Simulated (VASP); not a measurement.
# I (Cmce) in VASP: further runs, part 2 of 2

VASP 6.6.1. The steps go on from the part before.

**4. Relaxation of cell and atoms, PBE+D3(BJ)**

File INCAR:

```
SYSTEM = I
  PREC = Accurate
  ENCUT = 600
  EDIFF = 1E-6
  ISMEAR = -1
  SIGMA = 0.05
  LREAL = .False.
  LASPH = .True.
  NELM = 60
  ALGO = Normal
  ISIF = 3
  LWAVE = .False.
  LCHARG = .False.
  GGA = PE
  IVDW = 12
  IBRION = 2
  NSW = 60
  EDIFFG = -0.01
```

File KPOINTS:

```
regular mesh
0
Gamma
  7 7 3
  0 0 0
```

File POSCAR:

```
I
1.0
    3.6350350000     -2.3950200000      0.0000000000
    3.6350350000      2.3950200000      0.0000000000
    0.0000000000      0.0000000000      9.7934400000
I
4
Direct
    0.6493000000      0.3507000000      0.3844000000
    0.1493000000      0.8507000000      0.1156000000
    0.3507000000      0.6493000000      0.6156000000
    0.8507000000      0.1493000000      0.8844000000
```

Potentials or basis: VASP PAW PBE potentials, release 64 (I).

Launch:

```
$ cat potpaw_PBE.64/I/POTCAR > POTCAR
$ mpirun -np 1 vasp_std > vasp.out
```

OUTCAR:

```text
SYSTEM = I
   PREC = Accurate
   ENCUT = 600
   EDIFF = 1E-6
   ISMEAR = -1
   LREAL = .False.
   LASPH = .True.
   NELM = 60
   ISIF = 3
   GGA = PE
   IVDW = 12
   IBRION = 2
   NSW = 60
   EDIFFG = -0.01
 IVDW          = 12

 ion  position               nearest neighbor table
   1  0.649  0.351  0.384-   3 2.68   2 3.56   2 3.56
   2  0.149  0.851  0.116-   4 2.68   1 3.56   1 3.56
   3  0.351  0.649  0.616-   1 2.68   4 3.56   4 3.56
   4  0.851  0.149  0.884-   2 2.68   3 3.56   3 3.56

  LATTYP: Found a base centered orthorhombic cell.
 ALAT       =     4.7900400000
 B/A-ratio  =     1.5177472422
 C/A-ratio  =     2.0445424255

  Lattice vectors:

 A1 = (  -3.6350350000,  -2.3950200000,   0.0000000000)
 A2 = (   3.6350350000,  -2.3950200000,   0.0000000000)
 A3 = (   0.0000000000,   0.0000000000,   9.7934400000)

Analysis of symmetry for initial positions (statically):
=====================================================================
 Subroutine PRICEL returns:
 Original cell was already a primitive cell.

 Routine SETGRP: Setting up the symmetry group for a
 base centered orthorhombic supercell.

 Subroutine GETGRP returns: Found  8 space group operations
 (whereof  4 operations were pure point group operations)
 out of a pool of  8 trial point group operations.

[... 165 lines left out ...]
  ---------------------------------------------------
  free energy    TOTEN  =        -5.88888232 eV

  energy without entropy =       -5.88888189  energy(sigma->0) =       -5.88888211

------------------------ aborting loop because EDIFF is reached ----------------------------------------

 Edisp (eV)   -1.20831

 E8    (eV) :    -0.5399
[... 111 lines left out ...]
  FREE ENERGIE OF THE ION-ELECTRON SYSTEM (eV)
  ---------------------------------------------------
  free  energy   TOTEN  =        -7.1547559649 eV

  energy  without entropy=       -7.1547524362  energy(sigma->0) =       -7.15475420

[... ionic steps 4 to 18 ...]

--------------------------------------- Ionic step       19  -------------------------------------------

 number of electron      27.9999998 magnetization

------------------------ aborting loop because EDIFF is reached ----------------------------------------
[... 79 lines left out ...]
--------------------------------------- Ionic step       21  -------------------------------------------

 number of electron      27.9999998 magnetization

 Free energy of the ion-electron system (eV)
  ---------------------------------------------------
  ext. energy  EPLUGINS =         0.00000000
  ---------------------------------------------------
  free energy    TOTEN  =        -5.95636991 eV

  energy without entropy =       -5.95635595  energy(sigma->0) =       -5.95636293

 E-fermi :   3.6870     XC(G=0):  -8.3442

 val. band max:        3.2396425696   @ k =   0.0000   0.0000   0.0000
 cond. band min:       4.1400908681   @ k =  -0.4286   0.4286   0.0000
 fundamental gap:      0.9004482984
 Fermi energy:         3.6869588614

 k-point     1 :       0.0000    0.0000    0.0000
  band No.  band energies     occupation
      1     -10.4007      2.00000
      2      -9.5971      2.00000
      3      -8.8460      2.00000
      4      -7.4294      2.00000
      5      -1.3796      2.00000
      6       0.2103      2.00000
[... 481 lines left out ...]
      5      -1.3293      2.00000
      6      -1.1857      2.00000
[... 10 lines left out ...]
     17       8.9509      0.00000
     18       9.3857      0.00000

 [... further k-points ...]

------------------------ aborting loop because EDIFF is reached ----------------------------------------

 Edisp (eV)   -1.30403

 E8    (eV) :    -0.5834
[... 27 lines left out ...]
  FREE ENERGIE OF THE ION-ELECTRON SYSTEM (eV)
  ---------------------------------------------------
  free  energy   TOTEN  =        -7.2603993394 eV

  energy  without entropy=       -7.2603853772  energy(sigma->0) =       -7.26039236

 reached required accuracy - stopping structural energy minimisation
```

CONTCAR:

```text
I
   1.00000000000000
     3.6785519307928207   -2.2453079921190193   -0.0000000000000000
     3.6785519307928207    2.2453079921190193    0.0000000000000000
     0.0000000000000000    0.0000000000000000    9.6434051857779739
  I
     4
Direct
     0.6709357688713423    0.3290642311286580    0.3777563957581686
     0.1709357688713421    0.8290642311286577    0.1222436042418314
     0.3290642311286580    0.6709357688713423    0.6222436042418313
     0.8290642311286577    0.1709357688713421    0.8777563957581687

  0.00000000E+00  0.00000000E+00  0.00000000E+00
  0.00000000E+00  0.00000000E+00  0.00000000E+00
  0.00000000E+00  0.00000000E+00  0.00000000E+00
  0.00000000E+00  0.00000000E+00  0.00000000E+00
```

It took 8.3 min on 1 thread of Intel Xeon 6975P-C (Granite Rapids), shared host; peak memory 0.39 GiB.

Results:

```
Free energy                           : -7.2604 eV
Relaxed volume                        : 39.82 Å³/atom
Relaxed cell                          : a = 4.310 Å, b = 4.310 Å, c = 9.643 Å, α = 90.00°, β = 90.00°, γ = 62.80°
Space group after relaxing (to 0.1 Å) : Cmce (No. 64)
Energy gained by relaxing             : 40.8 meV/atom
Ionic steps                           : 21
Pressure after relaxing               : 0.0 GPa
Largest force after relaxing          : 0.008 eV/Å
Band gap on the k mesh                : 0.90 eV (least direct gap 1.17 eV)
Dispersion energy per atom            : -0.326 eV
```

Forces on the atoms (eV/Å):
```
I    0.000  0.000 -0.008
I    0.000  0.000  0.008
I    0.000  0.000  0.008
I    0.000  0.000 -0.008
```

The path:
```
step  energy change (eV)  largest force (eV/Å)  pressure (GPa)  volume (Å³)
   1              0.0000                0.8536            0.44       170.52
   2             -0.0498                0.0669           -1.41       173.40
   3             -0.0576                0.1911           -0.96       172.58
   4             -0.1086                0.1526           -0.63       167.55
   5             -0.1423                0.1344            0.15       160.42
   6             -0.1423                0.1368            0.18       160.18
   7             -0.1471                0.1300           -0.06       160.12
   8             -0.1475                0.1523           -0.15       160.09
   9             -0.1524                0.1382           -0.04       159.38
  10             -0.1582                0.1057            0.19       157.87
  11             -0.1586                0.0905            0.31       157.21
  12             -0.1616                0.0599           -0.03       158.32
  13             -0.1616                0.0604            0.00       158.22
  14             -0.1624                0.0156            0.06       158.30
  15             -0.1625                0.0097            0.09       158.35
  16             -0.1628                0.0130           -0.04       159.06
  17             -0.1628                0.0115           -0.03       158.96
  18             -0.1630                0.0130           -0.01       159.02
  19             -0.1631                0.0212            0.02       159.16
  20             -0.1632                0.0041           -0.04       159.36
  21             -0.1632                0.0084           -0.03       159.30
```

Final structure:
```yaml
crystal:
  lattice:
    - [3.67855, -2.24531, 0.00000]
    - [3.67855, 2.24531, 0.00000]
    - [0.00000, 0.00000, 9.64341]
  atoms:
    - { symbol: I, position: [0.67094, 0.32906, 0.37776] }
    - { symbol: I, position: [0.17094, 0.82906, 0.12224] }
    - { symbol: I, position: [0.32906, 0.67094, 0.62224] }
    - { symbol: I, position: [0.82906, 0.17094, 0.87776] }
```

Caveat: spin-orbit coupling is left out, which moves the levels of the heavy elements.

**5. Relaxation of cell and atoms, PBE+D4**

File INCAR:

```
SYSTEM = I
PREC = Accurate
ENCUT = 600
EDIFF = 1E-6
ISMEAR = -1
SIGMA = 0.05
LREAL = .False.
LASPH = .True.
NELM = 80
ALGO = Normal
ISIF = 3
LWAVE = .False.
LCHARG = .False.
GGA = PE
IVDW = 13
IBRION = 2
NSW = 60
EDIFFG = -0.01
```

File KPOINTS:

```
Automatic mesh
0
Gamma
  7 7 3
  0 0 0
```

POSCAR is that of step 4.

Potentials or basis: VASP PAW PBE potentials, release 64 (I).

Launch:

```
$ cat potpaw_PBE.64/I/POTCAR > POTCAR
$ mpirun -np 1 vasp_std > vasp.out
```

OUTCAR:

```text
SYSTEM = I
   PREC = Accurate
   ENCUT = 600
   EDIFF = 1E-6
   ISMEAR = -1
   LREAL = .False.
   LASPH = .True.
   NELM = 80
   ISIF = 3
   GGA = PE
   IVDW = 13
   IBRION = 2
   NSW = 60
   EDIFFG = -0.01

 ion  position               nearest neighbor table
   1  0.649  0.351  0.384-   3 2.68   2 3.56   2 3.56
   2  0.149  0.851  0.116-   4 2.68   1 3.56   1 3.56
   3  0.351  0.649  0.616-   1 2.68   4 3.56   4 3.56
   4  0.851  0.149  0.884-   2 2.68   3 3.56   3 3.56

  LATTYP: Found a base centered orthorhombic cell.
 ALAT       =     4.7900400000
 B/A-ratio  =     1.5177472422
 C/A-ratio  =     2.0445424255

  Lattice vectors:

 A1 = (  -3.6350350000,  -2.3950200000,   0.0000000000)
 A2 = (   3.6350350000,  -2.3950200000,   0.0000000000)
 A3 = (   0.0000000000,   0.0000000000,   9.7934400000)

Analysis of symmetry for initial positions (statically):
=====================================================================
 Subroutine PRICEL returns:
 Original cell was already a primitive cell.

 Routine SETGRP: Setting up the symmetry group for a
 base centered orthorhombic supercell.

 Subroutine GETGRP returns: Found  8 space group operations
 (whereof  4 operations were pure point group operations)
 out of a pool of  8 trial point group operations.

The static configuration has the point symmetry C_2h.
[... 164 lines left out ...]
  ---------------------------------------------------
  free energy    TOTEN  =        -5.88888232 eV

  energy without entropy =       -5.88888189  energy(sigma->0) =       -5.88888211

------------------------ aborting loop because EDIFF is reached ----------------------------------------

  DFT-D4 for vdW energy calculation

  Edisp (eV):   -1.33627
[... 111 lines left out ...]
  FREE ENERGIE OF THE ION-ELECTRON SYSTEM (eV)
  ---------------------------------------------------
  free  energy   TOTEN  =        -7.2851145790 eV

  energy  without entropy=       -7.2851107866  energy(sigma->0) =       -7.28511268

[... ionic steps 4 to 20 ...]

--------------------------------------- Ionic step       21  -------------------------------------------

 number of electron      27.9999999 magnetization

------------------------ aborting loop because EDIFF is reached ----------------------------------------
[... 79 lines left out ...]
--------------------------------------- Ionic step       23  -------------------------------------------

 number of electron      27.9999999 magnetization

 Free energy of the ion-electron system (eV)
  ---------------------------------------------------
  ext. energy  EPLUGINS =         0.00000000
  ---------------------------------------------------
  free energy    TOTEN  =        -5.93851639 eV

  energy without entropy =       -5.93850039  energy(sigma->0) =       -5.93850839

 E-fermi :   3.7972     XC(G=0):  -8.3997

 val. band max:        3.3533596019   @ k =   0.0000   0.0000   0.0000
 cond. band min:       4.2412936987   @ k =  -0.4286   0.4286   0.0000
 fundamental gap:      0.8879340968
 Fermi energy:         3.7972219392

 k-point     1 :       0.0000    0.0000    0.0000
  band No.  band energies     occupation
      1     -10.3170      2.00000
      2      -9.4962      2.00000
      3      -8.7674      2.00000
      4      -7.3215      2.00000
      5      -1.2912      2.00000
      6       0.3251      2.00000
[... 481 lines left out ...]
      5      -1.2431      2.00000
      6      -1.0990      2.00000
[... 10 lines left out ...]
     17       9.0603      0.00000
     18       9.4983      0.00000

 [... further k-points ...]

------------------------ aborting loop because EDIFF is reached ----------------------------------------

  DFT-D4 for vdW energy calculation

  Edisp (eV):   -1.45761
[... 27 lines left out ...]
  FREE ENERGIE OF THE ION-ELECTRON SYSTEM (eV)
  ---------------------------------------------------
  free  energy   TOTEN  =        -7.3961228219 eV

  energy  without entropy=       -7.3961068194  energy(sigma->0) =       -7.39611482

 reached required accuracy - stopping structural energy minimisation
```

OSZICAR:

```text
N       E                     dE             d eps       ncg     rms          rms(c)
DAV:   1     0.175160311348E+03    0.17516E+03   -0.11213E+04  1152   0.138E+03
DAV:   2     0.742282485160E+01   -0.16774E+03   -0.16507E+03  1646   0.189E+02
DAV:   3    -0.582852123093E+01   -0.13251E+02   -0.13223E+02  1374   0.626E+01
[... 184 lines left out ...]
DAV:   1    -0.593861479981E+01   -0.16194E-02   -0.43764E-03  1162   0.314E-01    0.582E-02
DAV:   2    -0.593854833963E+01    0.66460E-04   -0.14574E-04  1188   0.714E-02    0.285E-02
DAV:   3    -0.593852206687E+01    0.26273E-04   -0.34738E-05  1234   0.271E-02    0.107E-02
DAV:   4    -0.593851683367E+01    0.52332E-05   -0.90052E-06  1206   0.138E-02    0.149E-02
DAV:   5    -0.593851639056E+01    0.44311E-06   -0.10033E-06   598   0.621E-03
  23 F= -.73961228E+01 E0= -.73961148E+01  d E =-.552351E-04
```

CONTCAR:

```text
I
   1.00000000000000
     3.6503184609542183   -2.2402236075077471    0.0000000000000000
     3.6503184609542183    2.2402236075077471   -0.0000000000000000
     0.0000000000000000    0.0000000000000001    9.6304418740418427
  I
     4
Direct
     0.6716491159699213    0.3283508840300788    0.3775823654960666
     0.1716491159699212    0.8283508840300788    0.1224176345039332
     0.3283508840300788    0.6716491159699213    0.6224176345039331
     0.8283508840300787    0.1716491159699212    0.8775823654960669

  0.00000000E+00  0.00000000E+00  0.00000000E+00
  0.00000000E+00  0.00000000E+00  0.00000000E+00
  0.00000000E+00  0.00000000E+00  0.00000000E+00
  0.00000000E+00  0.00000000E+00  0.00000000E+00
```

Run time: 8.6 min. Hardware: 1 thread of Intel Xeon 6975P-C (Granite Rapids), shared host; peak memory 0.38 GiB.

What came out:

| Property | Result |
| --- | --- |
| Free energy | -7.3961 eV |
| Relaxed volume | 39.38 Å³/atom |
| Relaxed cell | a = 4.283 Å, b = 4.283 Å, c = 9.630 Å, α = 90.00°, β = 90.00°, γ = 63.08° |
| Space group after relaxing (to 0.1 Å) | Cmce (No. 64) |
| Energy gained by relaxing | 42.7 meV/atom |
| Ionic steps | 23 |
| Pressure after relaxing | 0.0 GPa |
| Largest force after relaxing | 0.004 eV/Å |
| Band gap on the k mesh | 0.89 eV (least direct gap 1.18 eV) |
| Dispersion energy per atom | -0.364 eV |

Forces in eV/Å, atoms in the order of the input:
```
I    0.000  0.000  0.004
I    0.000  0.000 -0.004
I    0.000  0.000 -0.004
I    0.000  0.000  0.004
```

The path:
```csv
step,energy change (eV),largest force (eV/Å),pressure (GPa),volume (Å³)
1,0.0000,0.8572,0.34,170.52
2,-0.0543,0.0595,-1.46,172.72
3,-0.0600,0.1805,-1.07,172.17
4,-0.1174,0.1422,-0.67,166.30
5,-0.1495,0.1355,0.12,159.11
6,-0.1495,0.1388,0.16,158.81
7,-0.1545,0.1290,-0.05,158.60
8,-0.1554,0.1635,-0.18,158.45
9,-0.1593,0.1529,-0.08,157.79
10,-0.1650,0.1236,0.16,156.14
11,-0.1655,0.1077,0.30,155.33
12,-0.1688,0.0710,0.07,156.13
13,-0.1692,0.0601,-0.02,156.50
14,-0.1700,0.0110,0.08,156.50
15,-0.1700,0.0032,0.10,156.50
16,-0.1704,0.0099,0.01,157.09
17,-0.1705,0.0166,-0.04,157.48
18,-0.1707,0.0200,-0.02,157.61
19,-0.1707,0.0251,0.00,157.71
20,-0.1709,0.0080,-0.03,157.75
21,-0.1709,0.0060,-0.05,157.77
22,-0.1709,0.0061,0.03,157.36
23,-0.1710,0.0037,0.00,157.51
```

Final structure:
```
CELL_PARAMETERS angstrom
3.65032 -2.24022 0.00000
3.65032 2.24022 0.00000
0.00000 0.00000 9.63044
ATOMIC_POSITIONS crystal
I 0.67165 0.32835 0.37758
I 0.17165 0.82835 0.12242
I 0.32835 0.67165 0.62242
I 0.82835 0.17165 0.87758
```

Levels at points of the mesh, in eV from the valence-band top:
```tsv
k point	band 11	band 12	band 13	band 14	band 15	band 16	band 17	band 18
(0.00, 0.00, 0.00)	-0.90	-0.79	-0.35	0.00	1.18	1.96	4.79	5.30
```

Caveat: spin-orbit coupling is left out, which moves the levels of the heavy elements.

**6. The runs side by side**

```csv
task,level,cell,k mesh,cutoff (eV),smearing,grid for exact exchange (PRECFOCK),share of exact exchange,gap on the mesh (eV),pressure (GPa),relaxed volume (Å³/atom),largest force (eV/Å)
single point,r2SCAN-based global hybrid with 50 % exact exchange,as given,4 × 4 × 2,520,fermi-dirac 0.05 eV,Normal,0.5,4.55,-0.3,-,0.34
single point,PBE,as given,7 × 7 × 3,520,gaussian 0.027 eV,-,-,1.33,1.7,-,0.84
relaxation of cell and atoms,PBE+D3(BJ),relaxed,7 × 7 × 3,600,fermi-dirac 0.05 eV,-,-,0.90,0.0,39.82,0.01
relaxation of cell and atoms,PBE+D4,relaxed,7 × 7 × 3,600,fermi-dirac 0.05 eV,-,-,0.89,0.0,39.38,-
```

Alike in all rows: potentials or basis VASP PAW PBE potentials, release 64 (I); no spin polarisation.

Caveats: spin-orbit coupling is left out, which moves the levels of the heavy elements; the PAW data sets were made with another functional, which shifts forces and pressure a little (at least some runs); this functional lacks dispersion, which holds the molecules together, so the pressure and a relaxed volume are unreliable (at least some runs).

Absolute energies hang on the potentials; compare differences alone.
